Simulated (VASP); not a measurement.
Na3Ti2O:

```
Na Ti O
1.0
     3.14527    0.00000    0.00000
     0.00000    3.14527    0.00000
     0.00000    0.00000    9.40344
Na Ti O
3 2 1
Direct
  0.50000 0.50000 0.18374
  0.50000 0.50000 0.50000
  0.50000 0.50000 0.81625
  0.00000 0.00000 0.33426
  0.00000 0.00000 0.66574
  0.00000 0.00000 0.00000
```

The cell was generated, and may not be a known phase.

* Program: VASP 6.6.1
* Task: relaxation of cell and atoms
* Functional: PBE
* Potentials or basis: VASP PAW PBE potentials, release 64 (Na_pv, Ti_sv, O)
* Cutoff: 600 eV
* k mesh: 6 × 6 × 2
* Occupations: gaussian, width 0.1 eV
* Spin: collinear spin
* Starting moments: [0.0, 0.0, 0.0, 1.0, 1.0, 0.0] μB

At the start: pressure 16.0 GPa; volume 15.50 Å³/atom.

Problem. How do energy, volume and symmetry change on relaxing?

Solution. Over 33 steps the energy falls by 923.0 meV/atom and the volume is 23.27 Å³/atom (+50.1 %); space group P4/mmm (No. 123, to 0.1 Å) before and after; moment 0.01 μB per cell.

The path:
```tsv
step	energy change (eV)	largest force (eV/Å)	pressure (GPa)	volume (Å³)
1	0.0000	4.5947	15.96	93.03
2	-2.8085	2.3909	0.22	115.23
3	-3.2631	0.9560	-4.30	138.15
4	-3.2759	1.1860	-3.59	133.72
5	-3.6535	0.8103	-2.67	125.72
6	-3.8532	0.5420	-0.70	115.99
7	-3.8537	0.5145	-0.82	116.56
8	-3.9162	0.5683	-1.33	113.94
9	-4.0161	0.5076	-0.49	109.55
10	-4.0860	0.4693	2.21	101.08
11	-4.1135	0.4157	2.05	100.85
12	-4.1810	0.3206	2.10	100.18
13	-4.2493	0.2391	3.15	98.84
14	-4.3431	0.3458	1.02	103.23
15	-4.4117	0.5625	-1.57	110.39
16	-4.5079	0.6895	-1.72	111.93
17	-4.9010	0.8801	-1.23	116.45
18	-4.8869	3.2611	7.66	124.99
19	-5.1037	0.8492	-0.39	118.86
20	-5.2671	1.0870	2.36	121.98
21	-5.3025	1.0060	3.04	124.91
22	-5.3033	0.9932	3.18	125.43
23	-5.3924	0.7725	2.09	129.24
24	-5.5063	0.3450	-0.49	141.13
25	-5.5070	0.3248	-0.62	141.95
26	-5.5070	0.3166	-0.69	142.30
27	-5.5148	0.2707	-0.51	141.73
28	-5.5279	0.1774	0.06	140.12
29	-5.5294	0.2429	0.33	139.39
30	-5.5327	0.0254	-0.07	139.66
31	-5.5327	0.0314	-0.03	139.63
32	-5.5345	0.0308	-0.04	139.63
33	-5.5379	0.0391	-0.07	139.60
```

Final structure:
```xyz
6
Lattice="4.0291 0.0000 0.0000 0.0000 4.0291 0.0000 0.0000 0.0000 8.5995" Properties=species:S:1:pos:R:3 pbc="T T T"
Na    2.0146    2.0146    1.3037
Na    2.0146    2.0146    4.2997
Na    2.0146    2.0146    7.2958
Ti    0.0000    0.0000    1.8551
Ti    0.0000    0.0000    6.7444
O     0.0000    0.0000    0.0000
```

Caveat: the volume moved by over 15 % at a fixed basis, so the end points are rough.
